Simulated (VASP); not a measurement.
Write the native input for VASP 6.6.1 that does the following.

- Task: single point
- Functional: PBE
- Potentials or basis: VASP PAW PBE potentials, release 64 (Si, Ti_sv)
- Cutoff: 520 eV
- k mesh: 2 × 2 × 2
- Occupations: gaussian, width 0.02 eV
- Spin: no spin polarisation
- Dipole correction: no
- Further INCAR settings: LREAL = Auto; ALGO = Normal; EDIFF = 1e-06; NBANDS = 52

The structure of TiSi16 (a cell with a defect) lies in POSCAR:

```
TiSi16
1.0
    0.0000000000      5.4300000000      5.4300000000
    5.4300000000      0.0000000000      5.4300000000
    5.4300000000      5.4300000000      0.0000000000
Si Ti
16 1
Direct
    0.0080253223     -0.0266569982      0.0085976980
    0.1182028545      0.1216857274      0.1192975138
   -0.0212580110      0.0110255985      0.5051701657
    0.1175346225      0.1234832413      0.6396707182
    0.0004620626      0.4956839779      0.0006051565
    0.1328014733      0.6025959484      0.1322220994
   -0.0001939227      0.4975176796      0.5030075506
    0.1143669429      0.6319301105      0.6274081952
    0.5041453039      0.0115686924     -0.0201316759
    0.6392340700      0.1236640884      0.1181896869
    0.5029919890      0.0146568140      0.5033293738
    0.6158709024      0.1510731123      0.6170895028
    0.5036103131      0.4977569061     -0.0005605893
    0.6273233886      0.6322946593      0.1147578269
    0.4957905157      0.5137045120      0.4960973297
    0.6266152855      0.6347244936      0.6259953959
    0.3658384899      0.9013314917      0.3667222836
```

These files were run (other wordings do the same):

INCAR

```
PREC = Accurate ; ENCUT = 520
EDIFF = 1E-6 ; ISMEAR = 0
SIGMA = 0.02 ; LREAL = Auto
LASPH = T ; NELM = 60
ALGO = Normal ; ISIF = 2
LWAVE = F ; LCHARG = F
GGA = PE ; NBANDS = 52
```

KPOINTS

```
regular mesh
0
Gamma
  2 2 2
```

Potentials or basis: VASP PAW PBE potentials, release 64 (Si, Ti_sv).

Command:

```bash
$ cat potpaw_PBE.64/Si/POTCAR potpaw_PBE.64/Ti_sv/POTCAR > POTCAR
$ mpirun -np 1 vasp_std > vasp.out
```

It gave:

The pressure is 3.9 GPa. The largest force is 0.604 eV/Å and the band gap on the k mesh is zero (band 38 reaches 6.91 eV, above the bottom of band 39 at 6.56 eV).

Caveat: the k points lie up to 0.50 Å⁻¹ apart.

It took 2.9 min on 1 thread of Intel(R) Xeon(R) Platinum 8488C (Sapphire Rapids), on a shared host, peak memory 0.5 GiB.
